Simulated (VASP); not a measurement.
Pt: single point with LDA

The system is Pt.

```
Pt
1.0
     2.70829    0.00000    0.00000
    -1.35415    2.34545    0.00000
     0.00000    0.00000    9.35302
Pt
4
Direct
  0.59650 0.28899 0.37500
  0.59650 0.28899 0.87500
  0.40350 0.71101 0.12500
  0.40350 0.71101 0.62500
```

This cell differs from its parent crystal: mode 1 frozen in at -0.130 Å and mode 2 at -0.104 Å (largest displacements).

```json
{
 "Program": "VASP 6.6.1",
 "Task": "single point",
 "Functional": "LDA",
 "Potentials or basis": "VASP PAW LDA potentials, release 64 (Pt)",
 "Cutoff": "520 eV",
 "k mesh": "18 × 18 × 6",
 "Occupations": "gaussian, width 0.15 eV",
 "Spin": "no spin polarisation",
 "Dipole correction": "no",
 "Further INCAR settings": "ALGO = Fast; EDIFF = 1e-06; NBANDS = 28"
}
```

The pressure is 1.4 GPa. The largest force is 0.212 eV/Å and the band gap on the k mesh is zero (band 20 reaches 12.00 eV, above the bottom of band 21 at 10.43 eV).

Forces in eV/Å, atoms in the order of the input:
```
Pt  -0.211  0.017  0.000
Pt  -0.211  0.017  0.000
Pt   0.211 -0.017  0.000
Pt   0.211 -0.017  0.000
```

Stress tensor (GPa, compression positive):
```
0.83 0.43 0.00
0.43 1.41 0.00
0.00 0.00 2.06
```

Levels at points of the mesh, in eV from the Fermi level:
```tsv
k point	band 16	band 17	band 18	band 19	band 20	band 21	band 22	band 23	band 24	band 25
(0.00, 0.00, 0.00)	-2.70	-1.19	-1.19	-1.15	-1.03	-0.96	-0.81	-0.81	0.33	5.26
(0.50, 0.00, 0.00)	0.14	0.35	0.44	0.44	0.49	1.55	2.66	2.66	4.60	6.07
(0.00, 0.50, 0.00)	-0.19	0.26	0.42	0.42	0.58	1.06	1.06	2.85	3.47	7.30
(0.50, 0.50, 0.00)	-0.42	0.29	0.43	0.43	0.54	1.33	1.33	2.65	3.67	7.16
(0.00, 0.00, 0.50)	-2.77	-2.23	-2.23	-0.97	-0.97	-0.91	-0.91	-0.12	-0.12	8.00
(0.50, 0.00, 0.50)	0.03	0.38	0.38	0.50	0.50	0.55	0.55	4.17	4.17	6.32
(0.00, 0.50, 0.50)	-0.74	0.31	0.31	0.54	0.54	1.98	1.98	2.89	2.89	7.72
(0.50, 0.50, 0.50)	-0.77	0.34	0.34	0.51	0.51	1.73	1.73	3.10	3.10	7.51
```

Wall time 8.4 min on 1 thread of AMD EPYC 9R45 96-Core Processor (Zen 5), on a shared host, peak memory 0.76 GiB.

Caveat: the cell differs from its parent crystal (mode 1 frozen in at -0.130 Å and mode 2 at -0.104 Å (largest displacements)); spin-orbit coupling is left out, which moves the levels of the heavy elements.
